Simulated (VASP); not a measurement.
# TiAl (P1) in VASP: single point with PBEsol

Aim: the single point of TiAl with PBEsol.

Program: VASP 6.6.1. These are calculated values, not measurements. Logs are shortened: lines on timing, memory, paths and dates and some standing lists are left out, and cuts for length are marked.

### Step 1. The cell of the first run

The typed cell holds 2 atoms: a = 3.172 Å, b = 3.187 Å, c = 3.262 Å, α = 89.91°, β = 91.38°, γ = 98.78°.

### Step 2. Single point, PBEsol (atoms moved at random and the cell strained at random)

Input file INCAR:

```
SYSTEM = TiAl
PREC = Accurate
ENCUT = 520
EDIFF = 1E-7
ISMEAR = 0
SIGMA = 0.15
LREAL = .FALSE.
LASPH = .TRUE.
NELM = 100
ALGO = Fast
ISIF = 2
LWAVE = .FALSE.
LCHARG = .TRUE.
GGA = PS
LELF = .TRUE.
LVHAR = .TRUE.
NBANDS = 14
```

Input file KPOINTS:

```
regular mesh
0
G
  10 10 10
  0 0 0
```

Input file POSCAR:

```
TiAl
1.0
    3.1628079773     -0.2432859787     -0.0386739155
   -0.2432859787      3.1774397418      0.0010909958
   -0.0386739155      0.0010909958      3.2613298947
Ti Al
1 1
Direct
   -0.0073088633     -0.0166732313      0.0229628391
    0.5073088633      0.5166732313      0.4770371609
```

Potentials or basis: VASP PAW PBE potentials, release 64 (Ti_sv, Al).

On the command line:

```console
$ cat potpaw_PBE.64/Ti_sv/POTCAR potpaw_PBE.64/Al/POTCAR > POTCAR
$ mpirun -np 1 vasp_std > vasp.out
```

OUTCAR:

```text
SYSTEM = TiAl
   PREC = Accurate
   ENCUT = 520
   EDIFF = 1E-7
   ISMEAR = 0
   LREAL = .FALSE.
   LASPH = .TRUE.
   NELM = 100
   ISIF = 2
   GGA = PS

 ion  position               nearest neighbor table
   1  0.993  0.983  0.023-   2 2.49   2 2.61   2 2.63   2 2.77   2 2.83   2 2.89   2 2.99   2 3.01

   2  0.507  0.517  0.477-   1 2.49   1 2.61   1 2.63   1 2.77   1 2.83   1 2.89   1 2.99   1 3.01

  LATTYP: Found a triclinic cell.
 ALAT       =     3.1723868050
 B/A-ratio  =     1.0045244519
 C/A-ratio  =     1.0281089834
 COS(alpha) =     0.0015810948
 COS(beta)  =     0.0240372786
 COS(gamma) =     0.1525816839

  Lattice vectors:

 A1 = (   3.1628079773,  -0.2432859787,  -0.0386739155)
 A2 = (   0.2432859787,  -3.1774397418,  -0.0010909958)
 A3 = (   0.0386739155,  -0.0010909958,  -3.2613298947)

Analysis of symmetry for initial positions (statically):
=====================================================================
 Subroutine PRICEL returns:
 Original cell was already a primitive cell.

 Routine SETGRP: Setting up the symmetry group for a
 triclinic supercell.

 Subroutine GETGRP returns: Found  1 space group operations
 (whereof  1 operations were pure point group operations)
 out of a pool of  2 trial point group operations.

The static configuration has the point symmetry C_1 .

Analysis of symmetry for dynamics (positions and initial velocities):
=====================================================================
 Subroutine PRICEL returns:
 Original cell was already a primitive cell.

 Routine SETGRP: Setting up the symmetry group for a
 triclinic supercell.

 Subroutine GETGRP returns: Found  1 space group operations
 (whereof  1 operations were pure point group operations)
 out of a pool of  2 trial point group operations.

The dynamic configuration has the point symmetry C_1 .

 Subroutine INISYM returns: Found  1 space group operations
 (whereof  1 operations are pure point group operations),
 and found     1 'primitive' translations

----------------------------------------------------------------------------------------

                                     Primitive cell

  volume of cell :      32.5774

  direct lattice vectors                    reciprocal lattice vectors
     3.162807977 -0.243285979 -0.038673916     0.318094107  0.024354114  0.003763917
    -0.243285979  3.177439742  0.001090996     0.024354114  0.316583443  0.000182894
    -0.038673916  0.001090996  3.261329895     0.003763917  0.000182894  0.306667954

  length of vectors
     3.172386805  3.186740117  3.261559373     0.319047255  0.317518870  0.306691106

  position of ions in fractional coordinates (direct lattice)
     0.992691137  0.983326769  0.022962839
     0.507308863  0.516673231  0.477037161

  ion indices of the primitive-cell ions
   primitive index   ion index
                 1           1
                 2           2

----------------------------------------------------------------------------------------

 KPOINTS: regular mesh

Automatic generation of k-mesh.
 Grid dimensions read from file:
 generate k-points for:   10   10   10

 Generating k-lattice:

  Cartesian coordinates                     Fractional coordinates (reciprocal lattice)
     0.031809411  0.002435411  0.000376392     0.100000000 -0.000000000  0.000000000
     0.002435411  0.031658344  0.000018289    -0.000000000  0.100000000  0.000000000
     0.000376392  0.000018289  0.030666795    -0.000000000  0.000000000  0.100000000

  Length of vectors
     0.031904726  0.031751887  0.030669111

  Shift w.r.t. Gamma in fractional coordinates (k-lattice)
     0.000000000  0.000000000  0.000000000

 Subroutine IBZKPT returns following result:
 ===========================================

 Found    504 irreducible k-points:

 Following reciprocal coordinates:
            Coordinates               Weight
  0.000000  0.000000  0.000000      1.000000
  0.100000  0.000000  0.000000      2.000000
  0.200000  0.000000  0.000000      2.000000
  0.300000  0.000000  0.000000      2.000000
  0.400000 -0.000000  0.000000      2.000000
  0.500000  0.000000 -0.000000      1.000000
[... 16 lines left out ...]
 -0.400000  0.200000  0.000000      2.000000
 -0.300000  0.200000 -0.000000      2.000000
 [... further k-points ...]
   k-points           NKPTS =    504   k-points in BZ     NKDIM =    504   number of bands    NBANDS=     14
   number of dos      NEDOS =    301   number of ions     NIONS =      2
   total plane-waves  NPLWV =  13824
   dimension x,y,z NGX =    24 NGY =   24 NGZ =   24
   dimension x,y,z NGXF=    48 NGYF=   48 NGZF=   48
   ions per type =               1   1
   NGX,Y,Z   is equivalent  to a cutoff of  12.58, 12.52, 12.23 a.u.
   NGXF,Y,Z  is equivalent  to a cutoff of  25.15, 25.04, 24.47 a.u.
 SYSTEM =  TiAl
   PREC   = accura    normal or accurate (medium, high low for compatibility)
   ISTART =      0    job   : 0-new  1-cont  2-samecut
   ICHARG =      2    charge: 1-file 2-atom 10-const
   ISPIN  =      1    spin polarized calculation?
   LNONCOLLINEAR =      F non collinear calculations
   LSORBIT =      F    spin-orbit coupling
   LASPH  =      T    aspherical Exc in radial PAW
   ENCUT  =  520.0 eV  38.22 Ry    6.18 a.u.   5.90  5.93  6.06*2*pi/ulx,y,z
   NELM   =    100;   NELMIN=  2; NELMDL= -5     # of ELM steps
   EDIFF  = 0.1E-06   stopping-criterion for ELM
   LREAL  =      F    real-space projection
   EDIFFG = 0.1E-05   stopping-criterion for IOM
   NSW    =      0    number of steps for IOM
   IBRION =     -1    ionic relax: 0-MD 1-quasi-New 2-CG
   NFREE  =      0    steps in history (QN), initial steepest desc. (CG)
   ISIF   =      2    stress and relaxation
   ISYM   =      2    0-nonsym 1-usesym 2-fastsym
   POTIM  = 0.5000    time-step for ionic-motion
   TEBEG  =    0.0;   TEEND  =   0.0 temperature during run
   PSTRESS=    0.0 pullay stress
   NELECT =      15.0000    total number of electrons
   NUPDOWN=      -1.0000    fix difference up-down
   EMIN   =  10.00;   EMAX   =-10.00  energy-range for DOS
   EFERMI =   0.00;   METHOD = LEGACY
   ISMEAR =     0;   SIGMA  =   0.15  broadening in eV -4-tet -1-fermi 0-gaus
   EFERMI_NEDOS =   21; number of points for ismear=-14 and -15
   IALGO  =     68    algorithm
   IMIX   =      4    mixing-type and parameters
     AMIX     =   0.40;   BMIX     =  1.00
     AMIX_MAG =   1.60;   BMIX_MAG =  1.00
  volume/ion in A,a.u.               =      16.29       109.92
  Fermi-wavevector in a.u.,A,eV,Ry     =   1.264153  2.388904 21.743252  1.598084
  Thomas-Fermi vector in A             =   2.397473
   LORBIT       =      0    0 simple, 1 ext, 2 COOP (PROOUT), +10 PAW based schemes
   GGA     = PS    functional components
   LHFCALC =     F    Hartree Fock is set to
   AEXX    =    0.0000 exact exchange contribution
   IVDW    =     0    specifies the selected vdW correction
   LEPSILON=     F    determine dielectric tensor
   LRPA    =     F    only Hartree local field effects (RPA)
 non-spin polarized calculation
 RMM-DIIS sequential band-by-band and
 Gauss-broadening in eV      SIGMA  =   0.15
  energy-cutoff  :      520.00
  volume of cell :       32.58
 maximum number of plane-waves:       893
   NGX = 11   NGY = 11   NGZ = 13

 number of electron      15.0000005 magnetization

 Free energy of the ion-electron system (eV)
  ---------------------------------------------------
  ext. energy  EPLUGINS =         0.00000000
  ---------------------------------------------------
  free energy    TOTEN  =       -12.67384253 eV

  energy without entropy =      -12.64548711  energy(sigma->0) =      -12.65966482

 E-fermi :   8.3291     XC(G=0): -11.1121

 val. band max:        8.3285970541   @ k =   0.1000   0.4000   0.1000
 cond. band min:       8.3295044188   @ k =   0.3000  -0.4000   0.2000
 fundamental gap:      0.0009073647
 Fermi energy:         8.3291022438

 k-point     1 :       0.0000    0.0000    0.0000
  band No.  band energies     occupation
      1     -48.1974      2.00000
      2     -24.5359      2.00000
      3     -24.5273      2.00000
      4     -24.4637      2.00000
      5      -0.6435      2.00000
      6       6.9848      2.00000
      7       7.2280      2.00000
      8       9.8368      0.00000
      9      10.0521      0.00000
     10      10.4346      0.00000
     11      12.4438      0.00000
     12      13.1407      0.00000
     13      13.5905      0.00000
     14      17.4796      0.00000

 k-point     2 :       0.1000    0.0000    0.0000
  band No.  band energies     occupation
      1     -48.1959      2.00000
      2     -24.5419      2.00000
      3     -24.5279      2.00000
      4     -24.4714      2.00000
      5      -0.4793      2.00000
      6       7.0108      2.00000
      7       7.1940      2.00000
      8       9.6581      0.00000
      9       9.8673      0.00000
     10      10.3377      0.00000
     11      12.4981      0.00000
     12      12.9897      0.00000
     13      13.7297      0.00000
     14      17.1630      0.00000

 k-point     3 :       0.2000    0.0000    0.0000
  band No.  band energies     occupation
      1     -48.1919      2.00000
      2     -24.5719      2.00000
      3     -24.5251      2.00000
      4     -24.4816      2.00000
      5       0.0041      2.00000
      6       6.6994      2.00000
      7       7.2947      2.00000
      8       9.2125      0.00000
      9       9.5073      0.00000
     10      10.2889      0.00000
     11      11.6148      0.00000
     12      13.8204      0.00000
     13      14.4098      0.00000
     14      16.6071      0.00000
[... 324 lines left out ...]
 k-point    23 :      -0.4000    0.2000    0.0000
  band No.  band energies     occupation
      1     -48.1785      2.00000
      2     -24.6504      2.00000
      3     -24.5464      2.00000
      4     -24.5025      2.00000
      5       1.9335      2.00000
      6       5.2671      2.00000
      7       7.9098      1.99992
      8       8.1528      1.90352
      9       8.7480      0.00008
     10       9.7920      0.00000
     11      11.3551      0.00000
     12      14.5597      0.00000
     13      15.4136      0.00000
     14      16.1658      0.00000

 k-point    24 :      -0.3000    0.2000   -0.0000
  band No.  band energies     occupation
      1     -48.1824      2.00000
      2     -24.6101      2.00000
      3     -24.5473      2.00000
      4     -24.5059      2.00000
      5       1.0492      2.00000
      6       6.3737      2.00000
      7       7.6705      2.00000
      8       8.2686      1.43162
      9       9.0796      0.00000
     10       9.7002      0.00000
     11      11.4926      0.00000
     12      14.2369      0.00000
     13      15.2401      0.00000
     14      15.7356      0.00000

 [... further k-points ...]
[... 5 lines left out ...]
  --------------------------------------------------------------------------------------
  -------------------------------------------------------------------------------------
  Total       -0.2347735     -0.2941353      0.3621946      2.5943199      0.0272474      0.1514747
  in kB      -11.5463110    -14.4657608     17.8129639    127.5903229      1.3400440      7.4496213
  external PRESSURE =      -2.7330360 kB  Pullay stress =       0.0000000 kB

 VOLUME and BASIS-vectors are now :
 -----------------------------------------------------------------------------
  energy-cutoff  :      520.00
  volume of cell :       32.58
      direct lattice vectors                 reciprocal lattice vectors
     3.162807977 -0.243285979 -0.038673916     0.318094107  0.024354114  0.003763917
    -0.243285979  3.177439742  0.001090996     0.024354114  0.316583443  0.000182894
    -0.038673916  0.001090996  3.261329895     0.003763917  0.000182894  0.306667954

 POSITION                                       TOTAL-FORCE (eV/Angst)
 -----------------------------------------------------------------------------------
      2.89957      2.88298      0.03757         0.535255      0.781826     -1.047561
      1.46037      1.51880      1.53672        -0.535255     -0.781826      1.047561
 -----------------------------------------------------------------------------------
    total drift:                               -0.000199      0.000111      0.000023

  FREE ENERGIE OF THE ION-ELECTRON SYSTEM (eV)
  ---------------------------------------------------
  free  energy   TOTEN  =       -12.6738425252 eV

  energy  without entropy=      -12.6454871137  energy(sigma->0) =      -12.65966482
```

Run time: 7.1 min. Hardware: 1 thread of Intel Xeon Platinum 8375C at 2.90GHz (Ice Lake), shared host; peak memory 0.34 GiB.

What came out:

| Quantity | Value |
| --- | --- |
| Free energy | -12.6738 eV |
| Pressure | -0.3 GPa |
| Largest force | 1.412 eV/Å |

Forces in eV/Å, atoms in the order of the input:
```
Ti   0.535  0.782 -1.048
Al  -0.535 -0.782  1.048
```

Caveat: the cell differs from its parent crystal (atoms moved at random and the cell strained at random); the PAW data sets were made with another functional, which shifts forces and pressure a little.
